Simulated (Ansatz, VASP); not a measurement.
## Co: VASP beside Ansatz

Contents of INCAR:

```
SYSTEM = Co
ALGO = Normal
EDIFF = 1E-7
ENCUT = 520
GGA = PE
ISIF = 2
ISMEAR = -1
ISPIN = 2
LASPH = .True.
LCHARG = .True.
LELF = .True.
LMAXMIX = 4
LORBIT = 11
LREAL = .False.
LVHAR = .True.
LWAVE = .False.
MAGMOM = 1.7
NBANDS = 14
NELM = 150
PREC = Accurate
SIGMA = 0.1
```

The input KPOINTS:

```
k-points
0
Gamma
  18 18 17
  0 0 0
```

The input POSCAR:

```
Co
1.0
    2.2344247764      0.0000000000      0.0000000000
   -1.1172123882      1.9350686192      0.0000000000
    0.0000000000      0.0000000000      2.1129864142
Co
1
Direct
    0.0000000000      0.0000000000      0.0000000000
```

Input for Ansatz:

```yaml
crystal:
  lattice:
    - [2.2344247764, 0.0, 0.0]
    - [-1.1172123882, 1.9350686192, 0.0]
    - [0.0, 0.0, 2.1129864142]
  atoms:
    - { symbol: Co, position: [0.0, 0.0, 0.0], spin: 1.7 }
magnetization:
  spin_polarized: true
kpoints:
  mp_grid: { grid: [18, 18, 17] }
scf:
  occupations: { method: fermi_dirac, width: 0.1 }
hamiltonian:
  xc: pbe
  pseudopotentials: { kind: all_electron, lapw: { basis_error: 0.001 } }
output:
  forces: true
  stress: true
  eigenvalues: true
  populations: true
```

Change from the starting cell: volume scaled by 0.76, LAPW.

Alike in both runs: task single point; functional PBE; k mesh 18 × 18 × 17; occupations fermi-dirac, width 0.1 eV; collinear spin.

|  | VASP | Ansatz |
| --- | --- | --- |
| version | VASP 6.6.1 | Ansatz 0.2.0 |
| potentials or method | VASP PAW PBE potentials, release 64 (Co), cutoff 520 eV | all-electron LAPW, scalar-relativistic |

VASP gave:

* pressure (GPa): 75.4
* traceless stress, the component that is largest in VASP (GPa): -0.87
* net moment per atom (μB): 1.07
* size of the moment on the site where the two differ most (μB): 1.06

**Question.** Estimate Ansatz's values.

**Answer.** Pressure (GPa): 77.9; traceless stress, the component that is largest in VASP (GPa): -0.20; net moment per atom (μB): 1.08; size of the moment on the site where the two differ most (μB): 1.09.

Site moments also hang on the region over which each program counts them. Both programs put the cell under a high pressure, so it lies far from rest at this level. Ansatz ran all-electron here, and VASP with PAW potentials.

Noted on VASP's run: the cell as given lies far from equilibrium.
